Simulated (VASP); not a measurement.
# Ba2Re (Pn-3m) in VASP: notebook

Runs on Ba2Re. Level: PBE. Tasks: single point.

All numbers are computed with VASP 6.6.1; they aren't measurements. Logs are shortened: lines on timing, memory, paths and dates and some standing lists are left out, and cuts for length are marked.

## Step 1: The cell of the first run

It takes space group Pn-3m (No. 224, cubic). Conventional cell: a = 5.873 Å, b = 5.873 Å, c = 5.873 Å, α = 90.00°, β = 90.00°, γ = 90.00°. Within 3.4 Å of Ba (site symmetry -3m) lie 2 Re at 2.54 Å. Within 3.4 Å of Re (site symmetry -43m) lie 4 Ba at 2.54 Å.

## Step 2: Single point, PBE

Contents of INCAR:

```
PREC = Accurate ; ENCUT = 560
EDIFF = 1E-6 ; ISMEAR = 0
SIGMA = 0.1 ; LREAL = False
LASPH = True ; NELM = 120
ALGO = Normal ; ISIF = 2
LWAVE = False ; LCHARG = False
GGA = PE ; NBANDS = 44
GGA_COMPAT = False
```

Contents of KPOINTS:

```
Automatic mesh
0
Gamma
  4 4 4
```

Contents of POSCAR:

```
Ba2Re
1.0
    5.8733243920      0.0000000000      0.0000000000
    0.0000000000      5.8733243920      0.0000000000
    0.0000000000      0.0000000000      5.8733243920
Ba Re
4 2
Direct
    0.2500000000      0.2500000000      0.2500000000
    0.2500000000      0.7500000000      0.7500000000
    0.7500000000      0.7500000000      0.2500000000
    0.7500000000      0.2500000000      0.7500000000
    0.0000000000      0.0000000000      0.0000000000
    0.5000000000      0.5000000000      0.5000000000
```

Potentials or basis: VASP PAW PBE potentials, release 64 (Ba_sv, Re_sv_GW).

Started as:

```
cat potpaw_PBE.64/Ba_sv/POTCAR potpaw_PBE.64/Re_sv_GW/POTCAR > POTCAR
mpirun -np 1 vasp_std > vasp.out
```

OUTCAR:

```text
PREC = Accurate
   ENCUT = 560
   EDIFF = 1E-6
   ISMEAR = 0
   LREAL = False
   LASPH = True
   NELM = 120
   ISIF = 2
   GGA = PE

 ion  position               nearest neighbor table
   1  0.250  0.250  0.250-   5 2.54   6 2.54   4 4.15   2 4.15   3 4.15   2 4.15   4 4.15   2 4.15
                             3 4.15   2 4.15   3 4.15   4 4.15   4 4.15   3 4.15
   2  0.250  0.750  0.750-   5 2.54   6 2.54   4 4.15   1 4.15   3 4.15   1 4.15   3 4.15   1 4.15
                             4 4.15   1 4.15   3 4.15   4 4.15   3 4.15   4 4.15
   3  0.750  0.750  0.250-   5 2.54   6 2.54   4 4.15   1 4.15   2 4.15   2 4.15   4 4.15   1 4.15
                             4 4.15   4 4.15   1 4.15   2 4.15   2 4.15   1 4.15
   4  0.750  0.250  0.750-   5 2.54   6 2.54   3 4.15   1 4.15   2 4.15   1 4.15   3 4.15   2 4.15
                             3 4.15   3 4.15   1 4.15   2 4.15   1 4.15   2 4.15
   5  0.000  0.000  0.000-   1 2.54   2 2.54   3 2.54   4 2.54
   6  0.500  0.500  0.500-   1 2.54   2 2.54   3 2.54   4 2.54

  LATTYP: Found a simple cubic cell.
 ALAT       =     5.8733243920

  Lattice vectors:

 A1 = (   5.8733243920,   0.0000000000,   0.0000000000)
 A2 = (   0.0000000000,   5.8733243920,   0.0000000000)
 A3 = (   0.0000000000,   0.0000000000,   5.8733243920)

Analysis of symmetry for initial positions (statically):
=====================================================================
 Subroutine PRICEL returns:
 Original cell was already a primitive cell.

 Routine SETGRP: Setting up the symmetry group for a
 simple cubic supercell.

 Subroutine GETGRP returns: Found 48 space group operations
 (whereof 24 operations were pure point group operations)
 out of a pool of 48 trial point group operations.

The static configuration has the point symmetry T_d .
 The point group associated with its full space group is O_h .

Analysis of symmetry for dynamics (positions and initial velocities):
=====================================================================
 Subroutine PRICEL returns:
 Original cell was already a primitive cell.

 Routine SETGRP: Setting up the symmetry group for a
 simple cubic supercell.

 Subroutine GETGRP returns: Found 48 space group operations
 (whereof 24 operations were pure point group operations)
 out of a pool of 48 trial point group operations.

The dynamic configuration has the point symmetry T_d .
 The point group associated with its full space group is O_h .

 Subroutine INISYM returns: Found 48 space group operations
 (whereof 24 operations are pure point group operations),
 and found     1 'primitive' translations

----------------------------------------------------------------------------------------

                                     Primitive cell

  volume of cell :     202.6058

  direct lattice vectors                    reciprocal lattice vectors
     5.873324392  0.000000000  0.000000000     0.170261326  0.000000000  0.000000000
     0.000000000  5.873324392  0.000000000     0.000000000  0.170261326  0.000000000
     0.000000000  0.000000000  5.873324392     0.000000000  0.000000000  0.170261326

  length of vectors
     5.873324392  5.873324392  5.873324392     0.170261326  0.170261326  0.170261326

  position of ions in fractional coordinates (direct lattice)
     0.250000000  0.250000000  0.250000000
     0.250000000  0.750000000  0.750000000
     0.750000000  0.750000000  0.250000000
     0.750000000  0.250000000  0.750000000
     0.000000000  0.000000000  0.000000000
     0.500000000  0.500000000  0.500000000

  ion indices of the primitive-cell ions
   primitive index   ion index
                 1           1
                 2           2
                 3           3
                 4           4
                 5           5
                 6           6

----------------------------------------------------------------------------------------

 KPOINTS: Automatic mesh

Automatic generation of k-mesh.
 Grid dimensions read from file:
 generate k-points for:    4    4    4

 Generating k-lattice:

  Cartesian coordinates                     Fractional coordinates (reciprocal lattice)
     0.042565332  0.000000000  0.000000000     0.250000000  0.000000000  0.000000000
     0.000000000  0.042565332  0.000000000     0.000000000  0.250000000  0.000000000
     0.000000000  0.000000000  0.042565332     0.000000000  0.000000000  0.250000000

  Length of vectors
     0.042565332  0.042565332  0.042565332

  Shift w.r.t. Gamma in fractional coordinates (k-lattice)
     0.000000000  0.000000000  0.000000000

 Subroutine IBZKPT returns following result:
 ===========================================

 Found     10 irreducible k-points:

 Following reciprocal coordinates:
            Coordinates               Weight
  0.000000  0.000000  0.000000      1.000000
  0.250000  0.000000  0.000000      6.000000
  0.500000  0.000000  0.000000      3.000000
  0.250000  0.250000  0.000000     12.000000
  0.500000  0.250000  0.000000     12.000000
  0.500000  0.500000  0.000000      3.000000
  0.250000  0.250000  0.250000      8.000000
  0.500000  0.250000  0.250000     12.000000
  0.500000  0.500000  0.250000      6.000000
  0.500000  0.500000  0.500000      1.000000
   k-points           NKPTS =     10   k-points in BZ     NKDIM =     10   number of bands    NBANDS=     44
   number of dos      NEDOS =    301   number of ions     NIONS =      6
   total plane-waves  NPLWV = 110592
   dimension x,y,z NGX =    48 NGY =   48 NGZ =   48
   dimension x,y,z NGXF=    96 NGYF=   96 NGZF=   96
   ions per type =               4   2
   NGX,Y,Z   is equivalent  to a cutoff of  13.59, 13.59, 13.59 a.u.
   NGXF,Y,Z  is equivalent  to a cutoff of  27.17, 27.17, 27.17 a.u.
 SYSTEM =  unknown system
   PREC   = accura    normal or accurate (medium, high low for compatibility)
   ISTART =      0    job   : 0-new  1-cont  2-samecut
   ICHARG =      2    charge: 1-file 2-atom 10-const
   ISPIN  =      1    spin polarized calculation?
   LNONCOLLINEAR =      F non collinear calculations
   LSORBIT =      F    spin-orbit coupling
   LASPH  =      T    aspherical Exc in radial PAW
   ENCUT  =  560.0 eV  41.16 Ry    6.42 a.u.  11.33 11.33 11.33*2*pi/ulx,y,z
   NELM   =    120;   NELMIN=  2; NELMDL= -5     # of ELM steps
   EDIFF  = 0.1E-05   stopping-criterion for ELM
   LREAL  =      F    real-space projection
   EDIFFG = 0.1E-04   stopping-criterion for IOM
   NSW    =      0    number of steps for IOM
   IBRION =     -1    ionic relax: 0-MD 1-quasi-New 2-CG
   NFREE  =      0    steps in history (QN), initial steepest desc. (CG)
   ISIF   =      2    stress and relaxation
   ISYM   =      2    0-nonsym 1-usesym 2-fastsym
   POTIM  = 0.5000    time-step for ionic-motion
   TEBEG  =    0.0;   TEEND  =   0.0 temperature during run
   PSTRESS=    0.0 pullay stress
   NELECT =      70.0000    total number of electrons
   NUPDOWN=      -1.0000    fix difference up-down
   EMIN   =  10.00;   EMAX   =-10.00  energy-range for DOS
   EFERMI =   0.00;   METHOD = LEGACY
   ISMEAR =     0;   SIGMA  =   0.10  broadening in eV -4-tet -1-fermi 0-gaus
   EFERMI_NEDOS =   21; number of points for ismear=-14 and -15
   IALGO  =     38    algorithm
   IMIX   =      4    mixing-type and parameters
     AMIX     =   0.40;   BMIX     =  1.00
     AMIX_MAG =   1.60;   BMIX_MAG =  1.00
  volume/ion in A,a.u.               =      33.77       227.88
  Fermi-wavevector in a.u.,A,eV,Ry     =   1.148745  2.170813 17.954444  1.319614
  Thomas-Fermi vector in A             =   2.285418
   LORBIT       =      0    0 simple, 1 ext, 2 COOP (PROOUT), +10 PAW based schemes
   GGA     = PE    functional components
   LHFCALC =     F    Hartree Fock is set to
   AEXX    =    0.0000 exact exchange contribution
   IVDW    =     0    specifies the selected vdW correction
   LEPSILON=     F    determine dielectric tensor
   LRPA    =     F    only Hartree local field effects (RPA)
 non-spin polarized calculation
 Gauss-broadening in eV      SIGMA  =   0.10
  energy-cutoff  :      560.00
  volume of cell :      202.61
 maximum number of plane-waves:      6126
 NGX is ok and might be reduce to    48
   NGX = 23   NGY = 23   NGZ = 23

 number of electron      70.0000003 magnetization

 Free energy of the ion-electron system (eV)
  ---------------------------------------------------
  ext. energy  EPLUGINS =         0.00000000
  ---------------------------------------------------
  free energy    TOTEN  =       -24.19700102 eV

  energy without entropy =      -24.16084257  energy(sigma->0) =      -24.17892179

 E-fermi :   3.9286     XC(G=0):  -9.2689

 val. band max:        3.9114779953   @ k =   0.5000   0.2500   0.2500
 cond. band min:       3.9311553134   @ k =   0.5000   0.5000   0.5000
 fundamental gap:      0.0196773181
 Fermi energy:         3.9286000402

 k-point     1 :       0.0000    0.0000    0.0000
  band No.  band energies     occupation
      1     -74.7619      2.00000
      2     -74.7610      2.00000
      3     -36.8750      2.00000
      4     -36.8750      2.00000
      5     -36.8750      2.00000
      6     -36.8639      2.00000
[... 36 lines left out ...]
     43       6.6657      0.00000
     44       6.6657      0.00000

 k-point     2 :       0.2500    0.0000    0.0000
  band No.  band energies     occupation
      1     -74.7618      2.00000
      2     -74.7614      2.00000
      3     -36.8753      2.00000
      4     -36.8753      2.00000
      5     -36.8737      2.00000
      6     -36.8655      2.00000
[... 36 lines left out ...]
     43       6.8610      0.00000
     44       6.8611      0.00000

 k-point     3 :       0.5000    0.0000    0.0000
  band No.  band energies     occupation
      1     -74.7616      2.00000
      2     -74.7616      2.00000
      3     -36.8754      2.00000
      4     -36.8754      2.00000
      5     -36.8698      2.00000
      6     -36.8698      2.00000
[... 318 lines left out ...]
     43       6.3622      0.00000
     44       6.4392      0.00000

 k-point    10 :       0.5000    0.5000    0.5000
  band No.  band energies     occupation
      1     -74.7617      2.00000
      2     -74.7611      2.00000
      3     -36.8751      2.00000
      4     -36.8751      2.00000
      5     -36.8751      2.00000
      6     -36.8638      2.00000
[... 36 lines left out ...]
     43       6.3142      0.00000
     44       6.3142      0.00000

------------------------ aborting loop because EDIFF is reached ----------------------------------------

  FORCE on cell =-STRESS in cart. coord.  units (eV):
  Direction    XX          YY          ZZ          XY          YZ          ZX
  --------------------------------------------------------------------------------------
  -------------------------------------------------------------------------------------
  Total       19.0530373     19.0530373     19.0530373     -0.0000000      0.0000000     -0.0000000
  in kB      150.6686285    150.6686285    150.6686285     -0.0000000      0.0000000     -0.0000000
  external PRESSURE =     150.6686285 kB  Pullay stress =       0.0000000 kB

 VOLUME and BASIS-vectors are now :
 -----------------------------------------------------------------------------
  energy-cutoff  :      560.00
  volume of cell :      202.61
      direct lattice vectors                 reciprocal lattice vectors
     5.873324392  0.000000000  0.000000000     0.170261326  0.000000000  0.000000000
     0.000000000  5.873324392  0.000000000     0.000000000  0.170261326  0.000000000
     0.000000000  0.000000000  5.873324392     0.000000000  0.000000000  0.170261326

 POSITION                                       TOTAL-FORCE (eV/Angst)
 -----------------------------------------------------------------------------------
      1.46833      1.46833      1.46833        -0.000000      0.000000      0.000000
      1.46833      4.40499      4.40499         0.000000      0.000000     -0.000000
      4.40499      4.40499      1.46833         0.000000     -0.000000      0.000000
      4.40499      1.46833      4.40499        -0.000000     -0.000000      0.000000
      0.00000      0.00000      0.00000        -0.000000      0.000000     -0.000000
      2.93666      2.93666      2.93666         0.000000     -0.000000     -0.000000
 -----------------------------------------------------------------------------------
    total drift:                               -0.000000     -0.000000      0.000000

  FREE ENERGIE OF THE ION-ELECTRON SYSTEM (eV)
  ---------------------------------------------------
  free  energy   TOTEN  =       -24.1970010171 eV

  energy  without entropy=      -24.1608425680  energy(sigma->0) =      -24.17892179
```

Run time: 97 s. Hardware: 1 thread of Intel Xeon Platinum 8259CL at 2.50GHz (Skylake/Cascade Lake), shared host; peak memory 0.37 GiB.

What came out:

```
Free energy            : -24.1970 eV
Pressure               : 15.1 GPa
Band gap on the k mesh : zero (bands 35 and 36 overlap by 1.58 eV)
```

Caveat: the cell stands under pressure; spin-orbit coupling is left out, which moves the levels of the heavy elements.

## Step 3: Single point, PBE

This run uses another cell than the first one, of 42.75 Å³/atom.

Contents of INCAR:

```
SYSTEM = Ba2Re
ALGO = Normal
EDIFF = 1E-6
ENCUT = 560
GGA = PE
GGA_COMPAT = .False.
ISIF = 2
ISMEAR = 0
LASPH = .True.
LCHARG = .False.
LREAL = .False.
LWAVE = .False.
NBANDS = 44
NELM = 120
PREC = Accurate
SIGMA = 0.1
```

Contents of KPOINTS:

```
k-points
0
Gamma
  4 4 4
  0 0 0
```

POSCAR, as its differences from that of step 2:

```diff
@@ -2,5 +2,5 @@
 1.0
-    5.8733243920      0.0000000000      0.0000000000
-    0.0000000000      5.8733243920      0.0000000000
-    0.0000000000      0.0000000000      5.8733243920
+    6.3535875613      0.0000000000      0.0000000000
+    0.0000000000      6.3535875613      0.0000000000
+    0.0000000000      0.0000000000      6.3535875613
 Ba Re
```

Potentials or basis: VASP PAW PBE potentials, release 64 (Ba_sv, Re_sv_GW).

Started as:

```
cat potpaw_PBE.64/Ba_sv/POTCAR potpaw_PBE.64/Re_sv_GW/POTCAR > POTCAR
mpirun -np 1 vasp_std > vasp.out
```

It took 1.7 min on 1 thread of Intel Xeon 6975P-C (Granite Rapids), shared host; peak memory 0.4 GiB.

It converged, with:

| Quantity | Value |
| --- | --- |
| Free energy | -26.5816 eV |
| Pressure | 1.5 GPa |
| Band gap on the k mesh | zero (bands 35 and 36 overlap by 1.16 eV) |

Levels at points of the mesh, in eV from the Fermi level:
```tsv
k point	band 31	band 32	band 33	band 34	band 35	band 36	band 37	band 38	band 39	band 40
(0.00, 0.00, 0.00)	-0.23	-0.17	-0.17	0.58	0.58	0.58	0.64	0.64	0.64	1.45
(0.50, 0.00, 0.00)	-1.00	-1.00	-0.78	-0.78	-0.58	-0.58	1.65	1.65	1.89	1.89
(0.50, 0.50, 0.00)	-0.87	-0.87	-0.23	-0.23	0.37	0.37	0.54	0.54	1.31	1.31
(0.50, 0.50, 0.50)	-0.07	-0.07	-0.07	-0.06	-0.06	0.00	0.00	0.00	0.66	2.05
```

Caveat: spin-orbit coupling is left out, which moves the levels of the heavy elements.

## Step 4: Single point, PBE

This run uses another cell than the first one, of 42.98 Å³/atom.

Contents of INCAR:

```
PREC     = Accurate       # precision mode
ENCUT    = 560            # plane-wave cutoff, eV
EDIFF    = 1E-6           # SCF threshold, eV
ISMEAR   = 0              # smearing method
SIGMA    = 0.1            # smearing width, eV
LREAL    = F              # projectors in reciprocal space
LASPH    = T              # aspherical terms in the spheres
NELM     = 120            # most SCF steps
ALGO     = Normal         # electronic algorithm
ISIF     = 2              # what is computed and relaxed
LWAVE    = F              # write WAVECAR
LCHARG   = F              # write CHGCAR
GGA      = PE             # functional
NBANDS   = 44             # bands
GGA_COMPAT= F
```

Contents of KPOINTS:

```
regular mesh
0
Gamma
  6 6 6
```

POSCAR, as its differences from that of step 3:

```diff
@@ -2,5 +2,5 @@
 1.0
-    6.3535875613      0.0000000000      0.0000000000
-    0.0000000000      6.3535875613      0.0000000000
-    0.0000000000      0.0000000000      6.3535875613
+    6.3650971752      0.0000000000      0.0000000000
+    0.0000000000      6.3650971752      0.0000000000
+    0.0000000000      0.0000000000      6.3650971752
 Ba Re
```

Started as:

```
cat potpaw_PBE.64/Ba_sv/POTCAR potpaw_PBE.64/Re_sv_GW/POTCAR > POTCAR
mpirun -np 1 vasp_std > vasp.out
```

Wall time 4.7 min (1 thread of Intel Xeon Platinum 8259CL at 2.50GHz (Skylake/Cascade Lake), shared host); peak memory 0.48 GiB.

Results (log left out):

```
Free energy            : -26.5733 eV
Pressure               : 1.4 GPa
Band gap on the k mesh : zero (bands 35 and 36 overlap by 1.15 eV)
```

Levels at points of the mesh, in eV from the Fermi level:
```
           k point  band 30  band 31  band 32  band 33  band 34  band 35  band 36  band 37  band 38  band 39
(0.00, 0.00, 0.00)    -1.67    -0.23    -0.19    -0.19     0.55     0.55     0.55     0.62     0.62     0.62
(0.50, 0.00, 0.00)    -1.02    -1.01    -1.01    -0.79    -0.79    -0.59    -0.59     1.63     1.63     1.87
(0.50, 0.50, 0.00)    -1.08    -0.88    -0.88    -0.25    -0.25     0.35     0.35     0.51     0.51     1.30
(0.50, 0.50, 0.50)    -1.12    -0.08    -0.08    -0.08    -0.07    -0.07    -0.01    -0.01    -0.01     0.62
```

Caveat: spin-orbit coupling is left out, which moves the levels of the heavy elements.

## Step 5: Summary

```tsv
cell	k mesh	gap on the mesh (eV)	pressure (GPa)
a = 5.873 Å, 6 atoms	4 × 4 × 4	none	15.1
a = 6.354 Å, 6 atoms	4 × 4 × 4	none	1.5
a = 6.365 Å, 6 atoms	6 × 6 × 6	none	1.4
```

Alike in all rows: task single point; level PBE; potentials or basis VASP PAW PBE potentials, release 64 (Ba_sv, Re_sv_GW); no spin polarisation; cutoff (eV) 560; smearing gaussian 0.1 eV.

Caveats: spin-orbit coupling is left out, which moves the levels of the heavy elements; the cell stands under pressure (at least some runs).

Total energies depend on the potentials used, so only differences within one code and one set of settings carry meaning.
